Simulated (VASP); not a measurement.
Write the native input for VASP 6.6.1 that does the following.

```
Task                   : single point
Functional             : r2SCAN
Potentials or basis    : VASP PAW PBE potentials, release 64 (Cu, I)
Cutoff                 : 520 eV
k mesh                 : 6 × 6 × 6
Occupations            : gaussian, width 0.05 eV
Spin                   : no spin polarisation
Dipole correction      : no
Further INCAR settings : ALGO = Normal; EDIFF = 1e-06; NBANDS = 16
```

CuI:

```
Cu I
1.0
     0.00000    3.01203    3.01203
     3.01203    0.00000    3.01203
     3.01203    3.01203    0.00000
Cu I
1 1
Direct
  0.00000 0.00000 0.00000
  0.25000 0.25000 0.25000
```

One way to write it, as run:

POSCAR

```
CuI
1.0
    0.0000000000      3.0120291112      3.0120291112
    3.0120291112      0.0000000000      3.0120291112
    3.0120291112      3.0120291112      0.0000000000
Cu I
1 1
Direct
    0.0000000000      0.0000000000      0.0000000000
    0.2500000000      0.2500000000      0.2500000000
```

INCAR.step1

```
PREC = Accurate
ENCUT = 520
ISMEAR = 0
SIGMA = 0.05
LREAL = F
LASPH = T
NELM = 60
NBANDS = 16
GGA = PE
ALGO = Normal
EDIFF = 1E-4
LWAVE = T
LCHARG = F
```

INCAR.step2

```
PREC = Accurate
ENCUT = 520
EDIFF = 1E-6
ISMEAR = 0
SIGMA = 0.05
LREAL = F
LASPH = T
NELM = 60
ALGO = Normal
ISIF = 2
LWAVE = F
LCHARG = F
METAGGA = R2SCAN
LMIXTAU = T
NBANDS = 16
ISTART = 1
```

KPOINTS

```
Automatic mesh
0
Gamma
  6 6 6
```

Potentials or basis: VASP PAW PBE potentials, release 64 (Cu, I).

Launch:

```bash
$ cat potpaw_PBE.64/Cu/POTCAR potpaw_PBE.64/I/POTCAR > POTCAR
$ cp INCAR.step1 INCAR
$ mpirun -np 1 vasp_std > vasp.out
$ cp INCAR.step2 INCAR
$ mpirun -np 1 vasp_std > vasp.out
```

It gave:

```
Pressure               : -0.1 GPa
Band gap on the k mesh : 1.67 eV, direct
```

Caveat: the PAW data sets were made with another functional, which shifts forces and pressure a little; spin-orbit coupling is left out, which moves the levels of the heavy elements.

It took 52 s on 1 thread of AMD EPYC 7R43 64-Core Processor (Zen 3) (shared host), peak memory 0.15 GiB.
